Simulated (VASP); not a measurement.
Set up this calculation in VASP 6.6.1, as the native input.

```yaml
Task: single point
Functional: LDA
Potentials_or_basis: VASP PAW LDA potentials, release 64 (Ti_sv)
Cutoff: 520 eV
k_mesh: 8 × 8 × 8
Occupations: gaussian, width 0.1 eV
Spin: no spin polarisation
Dipole_correction: no
Further_INCAR_settings: ALGO = Normal; EDIFF = 1e-06; NBANDS = 12
```

The structure of Ti lies in POSCAR:

```
Ti
1.0
   -1.5786425149      1.5786425149      1.5786425149
    1.5786425149     -1.5786425149      1.5786425149
    1.5786425149      1.5786425149     -1.5786425149
Ti
1
Direct
    0.0000000000      0.0000000000      0.0000000000
```

These files were run (other wordings do the same):

INCAR

```
SYSTEM = Ti
PREC = Accurate
ENCUT = 520
EDIFF = 1E-6
ISMEAR = 0
SIGMA = 0.1
LREAL = .FALSE.
LASPH = .TRUE.
NELM = 80
ALGO = Normal
ISIF = 2
LWAVE = .FALSE.
LCHARG = .TRUE.
LELF = .TRUE.
LVHAR = .TRUE.
NBANDS = 12
```

KPOINTS

```
Automatic mesh
0
G
  8 8 8
  0 0 0
```

Potentials or basis: VASP PAW LDA potentials, release 64 (Ti_sv).

Command:

```bash
$ cat potpaw_LDA.64/Ti_sv/POTCAR > POTCAR
$ mpirun -np 1 vasp_std > vasp.out
```

It gave:

```yaml
Pressure: 1.1 GPa
Band_gap_on_the_k_mesh: zero (band 6 reaches 9.93 eV, above the bottom of band 7 at 8.27 eV)
```

Wall time 3.8 s on 1 thread of Intel Xeon 6975P-C (shared host), peak memory 0.11 GiB.
